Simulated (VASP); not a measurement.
# Ni (Fm-3m) in VASP: a series of runs

Ni is run at these levels: PBE; tasks: single point.

All numbers are computed with VASP 6.6.1; they aren't measurements. Logs are shortened: lines on timing, memory, paths and dates and some standing lists are left out, and cuts for length are marked.

### Step 1. The cell of the first run

It takes space group Fm-3m (No. 225, cubic). The conventional cell has a = 3.514 Å, b = 3.514 Å, c = 3.514 Å, α = 90.00°, β = 90.00°, γ = 90.00°. Ni (site symmetry m-3m) has 12 Ni at 2.49 Å within 3.3 Å.

### Step 2. Single point, PBE

Input file INCAR:

```
SYSTEM = Ni
PREC = Accurate
ENCUT = 520
EDIFF = 1E-6
ISMEAR = 1
SIGMA = 1.0
LREAL = .False.
LASPH = .True.
NELM = 100
ALGO = Normal
ISIF = 2
LWAVE = .False.
LCHARG = .False.
GGA = PE
NBANDS = 11
```

Input file KPOINTS:

```
Automatic mesh
0
Gamma
  15 15 15
  0 0 0
```

Input file POSCAR:

```
Ni
1.0
    0.0000000000      1.7572466680      1.7572466680
    1.7572466680      0.0000000000      1.7572466680
    1.7572466680      1.7572466680      0.0000000000
Ni
1
Direct
    0.0000000000      0.0000000000      0.0000000000
```

Potentials or basis: VASP PAW PBE potentials, release 64 (Ni).

Launch:

```bash
cat potpaw_PBE.64/Ni/POTCAR > POTCAR
mpirun -np 1 vasp_std > vasp.out
```

OUTCAR:

```text
SYSTEM = Ni
   PREC = Accurate
   ENCUT = 520
   EDIFF = 1E-6
   ISMEAR = 1
   LREAL = .False.
   LASPH = .True.
   NELM = 100
   ISIF = 2
   GGA = PE

 ion  position               nearest neighbor table
   1  0.000  0.000  0.000-

  LATTYP: Found a face centered cubic cell.
 ALAT       =     3.5144933360

  Lattice vectors:

 A1 = (   0.0000000000,   1.7572466680,   1.7572466680)
 A2 = (   1.7572466680,   0.0000000000,   1.7572466680)
 A3 = (   1.7572466680,   1.7572466680,   0.0000000000)

Analysis of symmetry for initial positions (statically):
=====================================================================
 Subroutine PRICEL returns:
 Original cell was already a primitive cell.

 Routine SETGRP: Setting up the symmetry group for a
 face centered cubic supercell.

 Subroutine GETGRP returns: Found 48 space group operations
 (whereof 48 operations were pure point group operations)
 out of a pool of 48 trial point group operations.

The static configuration has the point symmetry O_h .

Analysis of symmetry for dynamics (positions and initial velocities):
=====================================================================
 Subroutine PRICEL returns:
 Original cell was already a primitive cell.

 Routine SETGRP: Setting up the symmetry group for a
 face centered cubic supercell.

 Subroutine GETGRP returns: Found 48 space group operations
 (whereof 48 operations were pure point group operations)
 out of a pool of 48 trial point group operations.

The dynamic configuration has the point symmetry O_h .

 Subroutine INISYM returns: Found 48 space group operations
 (whereof 48 operations are pure point group operations),
 and found     1 'primitive' translations

----------------------------------------------------------------------------------------

                                     Primitive cell

  volume of cell :      10.8525

  direct lattice vectors                    reciprocal lattice vectors
     0.000000000  1.757246668  1.757246668    -0.284536035  0.284536035  0.284536035
     1.757246668  0.000000000  1.757246668     0.284536035 -0.284536035  0.284536035
     1.757246668  1.757246668  0.000000000     0.284536035  0.284536035 -0.284536035

  length of vectors
     2.485122070  2.485122070  2.485122070     0.492830870  0.492830870  0.492830870

  position of ions in fractional coordinates (direct lattice)
     0.000000000  0.000000000  0.000000000

  ion indices of the primitive-cell ions
   primitive index   ion index
                 1           1

----------------------------------------------------------------------------------------

 KPOINTS: Automatic mesh

Automatic generation of k-mesh.
 Grid dimensions read from file:
 generate k-points for:   15   15   15

 Generating k-lattice:

  Cartesian coordinates                     Fractional coordinates (reciprocal lattice)
    -0.018969069  0.018969069  0.018969069     0.066666667  0.000000000  0.000000000
     0.018969069 -0.018969069  0.018969069     0.000000000  0.066666667  0.000000000
     0.018969069  0.018969069 -0.018969069     0.000000000  0.000000000  0.066666667

  Length of vectors
     0.032855391  0.032855391  0.032855391

  Shift w.r.t. Gamma in fractional coordinates (k-lattice)
     0.000000000  0.000000000  0.000000000

 Subroutine IBZKPT returns following result:
 ===========================================

 Found    120 irreducible k-points:

 Following reciprocal coordinates:
            Coordinates               Weight
  0.000000  0.000000  0.000000      1.000000
  0.066667  0.000000  0.000000      8.000000
  0.133333  0.000000  0.000000      8.000000
  0.200000  0.000000  0.000000      8.000000
  0.266667  0.000000  0.000000      8.000000
  0.333333  0.000000  0.000000      8.000000
[... 16 lines left out ...]
  0.133333  0.133333  0.000000      6.000000
  0.200000  0.133333  0.000000     24.000000
 [... further k-points ...]
   k-points           NKPTS =    120   k-points in BZ     NKDIM =    120   number of bands    NBANDS=     11
   number of dos      NEDOS =    301   number of ions     NIONS =      1
   total plane-waves  NPLWV =   5832
   dimension x,y,z NGX =    18 NGY =   18 NGZ =   18
   dimension x,y,z NGXF=    36 NGYF=   36 NGZF=   36
   ions per type =               1
   NGX,Y,Z   is equivalent  to a cutoff of  12.04, 12.04, 12.04 a.u.
   NGXF,Y,Z  is equivalent  to a cutoff of  24.08, 24.08, 24.08 a.u.
 SYSTEM =  Ni
   PREC   = accura    normal or accurate (medium, high low for compatibility)
   ISTART =      0    job   : 0-new  1-cont  2-samecut
   ICHARG =      2    charge: 1-file 2-atom 10-const
   ISPIN  =      1    spin polarized calculation?
   LNONCOLLINEAR =      F non collinear calculations
   LSORBIT =      F    spin-orbit coupling
   LASPH  =      T    aspherical Exc in radial PAW
   ENCUT  =  520.0 eV  38.22 Ry    6.18 a.u.   4.62  4.62  4.62*2*pi/ulx,y,z
   NELM   =    100;   NELMIN=  2; NELMDL= -5     # of ELM steps
   EDIFF  = 0.1E-05   stopping-criterion for ELM
   LREAL  =      F    real-space projection
   EDIFFG = 0.1E-04   stopping-criterion for IOM
   NSW    =      0    number of steps for IOM
   IBRION =     -1    ionic relax: 0-MD 1-quasi-New 2-CG
   NFREE  =      0    steps in history (QN), initial steepest desc. (CG)
   ISIF   =      2    stress and relaxation
   ISYM   =      2    0-nonsym 1-usesym 2-fastsym
   POTIM  = 0.5000    time-step for ionic-motion
   TEBEG  =    0.0;   TEEND  =   0.0 temperature during run
   PSTRESS=    0.0 pullay stress
   NELECT =      10.0000    total number of electrons
   NUPDOWN=      -1.0000    fix difference up-down
   EMIN   =  10.00;   EMAX   =-10.00  energy-range for DOS
   EFERMI =   0.00;   METHOD = LEGACY
   ISMEAR =     1;   SIGMA  =   1.00  broadening in eV -4-tet -1-fermi 0-gaus
   EFERMI_NEDOS =   21; number of points for ismear=-14 and -15
   IALGO  =     38    algorithm
   IMIX   =      4    mixing-type and parameters
     AMIX     =   0.40;   BMIX     =  1.00
     AMIX_MAG =   1.60;   BMIX_MAG =  1.00
  volume/ion in A,a.u.               =      10.85        73.24
  Fermi-wavevector in a.u.,A,eV,Ry     =   1.593060  3.010447 34.529407  2.537840
  Thomas-Fermi vector in A             =   2.691349
   LORBIT       =      0    0 simple, 1 ext, 2 COOP (PROOUT), +10 PAW based schemes
   GGA     = PE    functional components
   LHFCALC =     F    Hartree Fock is set to
   AEXX    =    0.0000 exact exchange contribution
   IVDW    =     0    specifies the selected vdW correction
   LEPSILON=     F    determine dielectric tensor
   LRPA    =     F    only Hartree local field effects (RPA)
 non-spin polarized calculation
 Methfessel and Paxton  Order N= 1 SIGMA  =   1.00
  energy-cutoff  :      520.00
  volume of cell :       10.85
 maximum number of plane-waves:       303
   NGX =  9   NGY =  9   NGZ =  9

 number of electron      10.0000013 magnetization

 Free energy of the ion-electron system (eV)
  ---------------------------------------------------
  ext. energy  EPLUGINS =         0.00000000
  ---------------------------------------------------
  free energy    TOTEN  =        -5.47940564 eV

  energy without entropy =       -5.41237684  energy(sigma->0) =       -5.45706270

 E-fermi :   9.3158     XC(G=0): -13.2716

 val. band max:        9.2939154619   @ k =  -0.4667   0.4000   0.0000
 cond. band min:       9.3369606196   @ k =  -0.3333   0.4667   0.1333
 fundamental gap:      0.0430451577
 Fermi energy:         9.3158430923

 k-point     1 :       0.0000    0.0000    0.0000
  band No.  band energies     occupation
      1       0.3659      2.00000
      2       7.3482      2.01773
      3       7.3482      2.01773
      4       7.3482      2.01773
      5       8.4422      2.01315
      6       8.4422      2.01315
      7      33.0796      0.00000
      8      37.0265      0.00000
      9      37.0265      0.00000
     10      37.0265      0.00000
     11      40.0348      0.00000

 k-point     2 :       0.0667    0.0000    0.0000
  band No.  band energies     occupation
      1       0.5402      2.00000
      2       7.3006      2.01522
      3       7.3876      2.02002
      4       7.3876      2.02002
      5       8.4254      2.01941
      6       8.4254      2.01941
      7      32.5035      0.00000
      8      35.1057      0.00000
      9      36.6384      0.00000
     10      36.6384      0.00000
     11      40.6157      0.00000

 k-point     3 :       0.1333    0.0000    0.0000
  band No.  band energies     occupation
      1       1.0522      2.00000
      2       7.1768      2.00995
      3       7.4819      2.02632
      4       7.4819      2.02632
      5       8.3982      2.02866
      6       8.3982      2.02866
      7      29.8509      0.00000
      8      34.0723      0.00000
      9      35.9396      0.00000
     10      35.9396      0.00000
     11      41.1085      0.00000

 k-point     4 :       0.2000    0.0000    0.0000
  band No.  band energies     occupation
      1       1.8638      2.00000
      2       7.0337      2.00579
      3       7.5558      2.03203
      4       7.5558      2.03203
      5       8.4324      2.01687
      6       8.4324      2.01687
      7      26.4453     -0.00000
      8      33.6160      0.00000
      9      35.3039      0.00000
     10      35.3039      0.00000
     11      41.1780      0.00000
[... 239 lines left out ...]
 k-point    22 :      -0.0667    0.0667    0.0000
  band No.  band energies     occupation
      1       0.8270      2.00000
      2       7.2153      2.01140
      3       7.4451      2.02373
      4       7.4617      2.02488
      5       8.3447      2.04373
      6       8.4621      2.00509
      7      31.5846      0.00000
      8      33.1578      0.00000
      9      35.7453      0.00000
     10      37.6818      0.00000
     11      40.1383      0.00000

 k-point    23 :       0.1333    0.1333    0.0000
  band No.  band energies     occupation
      1       1.2771      2.00000
      2       7.0216      2.00552
      3       7.6079      2.03640
      4       7.6079      2.03640
      5       8.1527      2.06964
      6       8.5587      1.95653
      7      31.7283      0.00000
      8      32.8643      0.00000
      9      32.8643      0.00000
     10      34.0142      0.00000
     11      40.7193      0.00000

 k-point    24 :       0.2000    0.1333    0.0000
  band No.  band energies     occupation
      1       1.8724      2.00000
      2       6.8602      2.00282
      3       7.6961      2.04431
      4       7.7338      2.04779
      5       8.0958      2.07091
      6       8.6231      1.91461
      7      29.1655     -0.00000
      8      31.7503      0.00000
      9      32.1348      0.00000
     10      34.4266      0.00000
     11      38.9778      0.00000

 [... further k-points ...]
[... 5 lines left out ...]
  --------------------------------------------------------------------------------------
  -------------------------------------------------------------------------------------
  Total       -0.0489158     -0.0489158     -0.0489158     -0.0000000      0.0000000      0.0000000
  in kB       -7.2215667     -7.2215667     -7.2215667     -0.0000000      0.0000000      0.0000000
  external PRESSURE =      -7.2215667 kB  Pullay stress =       0.0000000 kB

 VOLUME and BASIS-vectors are now :
 -----------------------------------------------------------------------------
  energy-cutoff  :      520.00
  volume of cell :       10.85
      direct lattice vectors                 reciprocal lattice vectors
     0.000000000  1.757246668  1.757246668    -0.284536035  0.284536035  0.284536035
     1.757246668  0.000000000  1.757246668     0.284536035 -0.284536035  0.284536035
     1.757246668  1.757246668  0.000000000     0.284536035  0.284536035 -0.284536035

 POSITION                                       TOTAL-FORCE (eV/Angst)
 -----------------------------------------------------------------------------------
      0.00000      0.00000      0.00000        -0.000000      0.000000      0.000000
 -----------------------------------------------------------------------------------
    total drift:                                0.000000     -0.000000     -0.000000

  FREE ENERGIE OF THE ION-ELECTRON SYSTEM (eV)
  ---------------------------------------------------
  free  energy   TOTEN  =        -5.4794056362 eV

  energy  without entropy=       -5.4123768397  energy(sigma->0) =       -5.45706270
```

Wall time 18 s (1 thread of AMD EPYC 7R13, shared host); peak memory 0.13 GiB.

What came out:

```
Free energy            : -5.4794 eV
Pressure               : -0.7 GPa
Band gap on the k mesh : zero (band 5 reaches 9.35 eV, above the bottom of band 6 at 8.40 eV)
```

Levels at points of the mesh, in eV from the Fermi level:
```
           k point  band 1  band 2  band 3  band 4  band 5  band 6  band 7  band 8  band 9  band 10
(0.00, 0.00, 0.00)   -8.95   -1.97   -1.97   -1.97   -0.87   -0.87   23.76   27.71   27.71    27.71
```

Caveat: the run has no spin polarisation, though such a crystal can be magnetic. Spin polarisation is off, so any magnetic state and its effect on volume and gap are missing.

### Step 3. Single point, PBE

Input file INCAR:

```
SYSTEM = Ni
ALGO     = Normal         ! electronic algorithm
EDIFF    = 1E-7           ! SCF threshold, eV
ENCUT    = 520            ! plane-wave cutoff, eV
GGA      = PE             ! functional
ISIF     = 2              ! what is computed and relaxed
ISMEAR   = 1              ! smearing method
LASPH    = .TRUE.         ! aspherical terms in the spheres
LCHARG   = .TRUE.         ! write CHGCAR
LELF     = .TRUE.         ! ELF
LREAL    = .FALSE.        ! projectors in reciprocal space
LVHAR    = .TRUE.       
LWAVE    = .FALSE.        ! write WAVECAR
NBANDS   = 11             ! bands
NELM     = 100            ! most SCF steps
PREC     = Accurate       ! precision mode
SIGMA    = 0.01           ! smearing width, eV
```

Input file KPOINTS:

```
k-points
0
G
  15 15 15
  0 0 0
```

POSCAR is that of step 2.

Potentials or basis: VASP PAW PBE potentials, release 64 (Ni).

Launch:

```bash
cat potpaw_PBE.64/Ni/POTCAR > POTCAR
mpirun -np 1 vasp_std > vasp.out
```

Run time: 21 s. Hardware: 1 thread of AMD EPYC 7R13, shared host; peak memory 0.13 GiB.

The run converged. Its results:

- Free energy: -5.4158 eV
- Pressure: -0.8 GPa
- Band gap on the k mesh: zero (band 5 reaches 9.38 eV, above the bottom of band 6 at 8.43 eV)

Levels at points of the mesh, in eV from the Fermi level:
```csv
k point,band 2,band 3,band 4,band 5,band 6,band 7,band 8,band 9
"(0.00, 0.00, 0.00)",-1.84,-1.84,-1.84,-0.73,-0.73,23.87,27.82,27.82
```

Caveat: the run has no spin polarisation, though such a crystal can be magnetic. Spin polarisation is off, so any magnetic state and its effect on volume and gap are missing.

### Step 4. Single point, PBE

Input file INCAR:

```
  PREC = Accurate
  ENCUT = 520
  EDIFF = 1E-6
  ISMEAR = 1
  SIGMA = 0.1
  LREAL = False
  LASPH = True
  NELM = 60
  ALGO = Normal
  ISIF = 2
  LWAVE = False
  LCHARG = False
  GGA = PE
  NBANDS = 11
```

Input file KPOINTS:

```
Automatic mesh
0
Gamma
  15 15 15
```

POSCAR is that of step 3.

Launch:

```bash
cat potpaw_PBE.64/Ni/POTCAR > POTCAR
mpirun -np 1 vasp_std > vasp.out
```

Wall time 17 s (1 thread of AMD EPYC 7R13, shared host); peak memory 0.13 GiB.

It converged, with:

- Free energy: -5.4158 eV
- Pressure: -0.7 GPa
- Band gap on the k mesh: zero (band 5 reaches 9.37 eV, above the bottom of band 6 at 8.43 eV)

Levels at points of the mesh, in eV from the Fermi level:
| k point | band 1 | band 2 | band 3 | band 4 | band 5 | band 6 | band 7 | band 8 | band 9 | band 10 |
| --- | --- | --- | --- | --- | --- | --- | --- | --- | --- | --- |
| (0.00, 0.00, 0.00) | -8.84 | -1.84 | -1.84 | -1.84 | -0.74 | -0.74 | 23.86 | 27.82 | 27.82 | 27.82 |

Caveat: the run has no spin polarisation, though such a crystal can be magnetic. Spin polarisation is off, so any magnetic state and its effect on volume and gap are missing.

(Part 1 of 2 ends here.)
